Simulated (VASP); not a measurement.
SiO2:

```xyz
6
Lattice="-2.4980 2.4980 3.6633 2.4980 -2.4980 3.6633 2.4980 2.4980 -3.6633" Properties=species:S:1:pos:R:3 pbc="T T T"
Si    0.0000    0.0000    0.0000
Si    0.0000    2.4980    1.8316
O     1.2490    2.9559    2.7475
O     0.4579    1.2490    0.9158
O    -1.2490    2.0401    2.7475
O    -0.4579    3.7470    0.9158
```

```yaml
Program: VASP 6.6.1
Task: relaxation of shape and atoms at fixed volume
Functional: PBE
Potentials_or_basis: VASP PAW PBE potentials, release 64 (Si, O)
Cutoff: 600 eV
k_mesh: 6 × 6 × 6
Occupations: gaussian, width 0.01 eV
Spin: no spin polarisation
```

At the start: pressure 3.1 GPa; volume 15.24 Å³/atom.

Q: Where does the relaxation end?

A: Over 6 steps the energy falls by 2.4 meV/atom; space group I-42d (No. 122, to 0.1 Å) before and after.

The path:
```tsv
step	energy change (eV)	largest force (eV/Å)	pressure (GPa)	volume (Å³)
1	0.0000	0.1972	3.10	91.44
2	-0.0065	0.1461	2.40	91.44
3	-0.0140	0.0117	0.40	91.44
4	-0.0140	0.0003	0.55	91.44
5	-0.0143	0.0005	0.52	91.44
6	-0.0145	0.0007	0.47	91.44
```

Final structure:
```yaml
crystal:
  lattice:
    - [-2.49165, 2.49165, 3.68199]
    - [2.49165, -2.49165, 3.68199]
    - [2.49165, 2.49165, -3.68199]
  atoms:
    - { symbol: Si, position: [0.00000, 0.00000, 0.00000] }
    - { symbol: Si, position: [0.75000, 0.25000, 0.50000] }
    - { symbol: O, position: [0.97387, 0.62500, 0.84887] }
    - { symbol: O, position: [0.37500, 0.22387, 0.34887] }
    - { symbol: O, position: [0.77613, 0.12500, 0.15113] }
    - { symbol: O, position: [0.87500, 0.02613, 0.65113] }
```
